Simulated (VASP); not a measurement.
Here is a VASP 6.6.1 calculation.

Contents of INCAR:

```
ALGO = Normal ; DIPOL = 0.5 0.5 0.290
EDIFF = 1E-7 ; ENCUT = 520
GGA = PE ; IDIPOL = 3
ISIF = 2 ; ISMEAR = 0
IVDW = 12 ; LASPH = T
LCHARG = F ; LDIPOL = T
LREAL = Auto ; LWAVE = F
NBANDS = 120 ; NELM = 80
PREC = Accurate ; SIGMA = 0.1
```

KPOINTS

```
k-points
0
Gamma
  5 5 1
```

Contents of POSCAR:

```
Ti12HN12
1.0
    5.9473589866      0.0000000000      0.0000000000
    0.0000000000      5.9473589866      0.0000000000
    0.0000000000      0.0000000000     21.6533569277
Ti N H
12 12 1
Direct
    0.2500000000      0.2500000000      0.1847288628
    0.2500000000      0.7500000000      0.1847288628
    0.7500000000      0.2500000000      0.1847288628
    0.7500000000      0.7500000000      0.1847288628
    0.0000000000      0.0000000000      0.2801771125
    0.0000000000      0.5000000000      0.2801771125
    0.5000000000      0.0000000000      0.2801771125
    0.5000000000      0.5000000000      0.2801771125
    0.2500000000      0.2500000000      0.3715894834
    0.2500000000      0.7500000000      0.3715894834
    0.7500000000      0.2500000000      0.3715894834
    0.7500000000      0.7500000000      0.3715894834
    0.0000000000      0.0000000000      0.1847288628
    0.0000000000      0.5000000000      0.1847288628
    0.5000000000      0.0000000000      0.1847288628
    0.5000000000      0.5000000000      0.1847288628
    0.2500000000      0.2500000000      0.2786780157
    0.2500000000      0.7500000000      0.2786780157
    0.7500000000      0.2500000000      0.2786780157
    0.7500000000      0.7500000000      0.2786780157
    0.0000000000      0.0000000000      0.3811583098
    0.0000000000      0.5000000000      0.3811583098
    0.5000000000      0.0000000000      0.3811583098
    0.5000000000      0.5000000000      0.3811583098
    0.0000000000      0.0833333333      0.5381778431
```

Potentials or basis: VASP PAW PBE potentials, release 64 (Ti_sv, N, H).

Run with:

```sh
$ cat potpaw_PBE.64/Ti_sv/POTCAR potpaw_PBE.64/N/POTCAR potpaw_PBE.64/H/POTCAR > POTCAR
$ mpirun -np 1 vasp_std > vasp.out
```

Question: Estimate the largest force.

Answer: 1.866 eV/Å.

Question: Predict the band gap on the k mesh.

Answer: Zero (an odd number of electrons rules out a gap without spin polarisation).

Question: Predict the dispersion energy per atom.

Answer: -0.308 eV.

Forces on the atoms (eV/Å):
```
Ti  -0.009 -0.004  1.774
Ti  -0.004  0.006  1.814
Ti   0.009 -0.004  1.774
Ti   0.004  0.006  1.814
Ti   0.000 -0.011 -0.018
Ti   0.000  0.010  0.031
Ti   0.000  0.001  0.034
Ti   0.000 -0.002  0.059
Ti  -0.126 -0.090  0.692
Ti  -0.078  0.079  0.505
Ti   0.126 -0.090  0.692
Ti   0.078  0.079  0.505
N    0.000 -0.006 -1.802
N    0.000  0.002 -1.833
N    0.000  0.005 -1.837
N    0.000 -0.003 -1.866
N   -0.001 -0.004 -0.068
N   -0.009  0.004 -0.066
N    0.001 -0.004 -0.068
N    0.009  0.004 -0.066
N    0.000 -0.039 -0.531
N    0.000  0.024 -0.397
N    0.000 -0.014 -0.376
N    0.000  0.014 -0.335
H    0.000  0.036 -0.431
```

Caveat: an odd number of electrons without spin polarisation forces a metal; a magnetic or distorted state may lie lower.
